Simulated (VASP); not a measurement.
Input of a VASP 6.6.1 run:

The input POSCAR:

```
C
1.0
    0.0000000000      1.7298980000      1.8369020000
    1.7298980000      0.0000000000      1.8369020000
    1.7298980000      1.7298980000      0.0000000000
C
2
Direct
    0.5000000000      0.5000000000      0.5000000000
    0.7500000000      0.7500000000      0.7500000000
```

Contents of INCAR.step1:

```
PREC = Accurate
ENCUT = 520
ISMEAR = 0
SIGMA = 0.05
LREAL = F
LASPH = T
NELM = 60
NBANDS = 11
GGA = PE
ALGO = Normal
EDIFF = 1E-4
LWAVE = T
LCHARG = F
```

Contents of INCAR.step2:

```
PREC = Accurate
ENCUT = 520
EDIFF = 1E-6
ISMEAR = 0
SIGMA = 0.05
LREAL = F
LASPH = T
NELM = 60
ALGO = Normal
ISIF = 2
LWAVE = F
LCHARG = T
METAGGA = R2SCAN
LMIXTAU = T
LELF = T
LVHAR = T
NBANDS = 11
ISTART = 1
```

The input KPOINTS:

```
Automatic mesh
0
Gamma
  12 12 12
```

Potentials or basis: VASP PAW PBE potentials, release 64 (C).

Run with:

```console
$ cat potpaw_PBE.64/C/POTCAR > POTCAR
$ cp INCAR.step1 INCAR
$ mpirun -np 1 vasp_std > vasp.out
$ cp INCAR.step2 INCAR
$ mpirun -np 1 vasp_std > vasp.out
```

Q: What does it give for the band gap on the k mesh?

A: 3.61 eV, indirect (least direct gap 5.34 eV).

Q: Estimate the pressure.

A: 13.6 GPa.

Stress tensor (GPa, compression positive):
```
 35.22   0.00   0.00
  0.00  35.22   0.00
  0.00   0.00 -29.69
```

Caveat: the cell differs from its parent crystal (strain -0.030 along x and y, +0.030 along z); the PAW data sets were made with another functional, which shifts forces and pressure a little. A k mesh can miss the band edges.
